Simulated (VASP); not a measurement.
A run of VASP 6.6.1 is set up as follows.

Contents of INCAR:

```
SYSTEM = SnO2
PREC     = Accurate       ! precision mode
ENCUT    = 520            ! plane-wave cutoff, eV
EDIFF    = 1E-7           ! SCF threshold, eV
ISMEAR   = 0              ! smearing method
SIGMA    = 0.05           ! smearing width, eV
LREAL    = .FALSE.        ! projectors in reciprocal space
LASPH    = .TRUE.         ! aspherical terms in the spheres
NELM     = 80             ! most SCF steps
ALGO     = Normal         ! electronic algorithm
ISIF     = 2              ! what is computed and relaxed
LWAVE    = .FALSE.        ! write WAVECAR
LCHARG   = .FALSE.        ! write CHGCAR
GGA      = PE             ! functional
IVDW     = 12             ! dispersion correction
NBANDS   = 35             ! bands
```

Contents of KPOINTS:

```
regular mesh
0
G
  12 12 4
  0 0 0
```

The input POSCAR:

```
SnO2
1.0
    3.1845270180      0.0000000000      0.0000000000
   -1.5922635090      2.7578812966      0.0000000000
    0.0000000000      0.0000000000     10.2472985135
Sn O
2 4
Direct
   -0.1169759215      0.0000000000      0.5000000000
    0.1169759215      0.0000000000      0.0000000000
    0.5482055332      0.3333333333      0.4017901351
    0.7851278001      0.3333333333      0.0982098649
    0.2148721999      0.6666666667      0.5982098649
    0.4517944668      0.6666666667      0.9017901351
```

Potentials or basis: VASP PAW PBE potentials, release 64 (Sn_d, O).

The run is started by

```bash
$ cat potpaw_PBE.64/Sn_d/POTCAR potpaw_PBE.64/O/POTCAR > POTCAR
$ mpirun -np 1 vasp_std > vasp.out
```

(1) What does it give for the largest force?

(2) Estimate the dispersion energy per atom.

(3) What does it give for the band gap on the k mesh?

Answers

(1) 0.368 eV/Å.

(2) -0.169 eV.

(3) 2.28 eV, indirect (least direct gap 2.65 eV).

Caveat: spin-orbit coupling is left out, which moves the levels of the heavy elements.
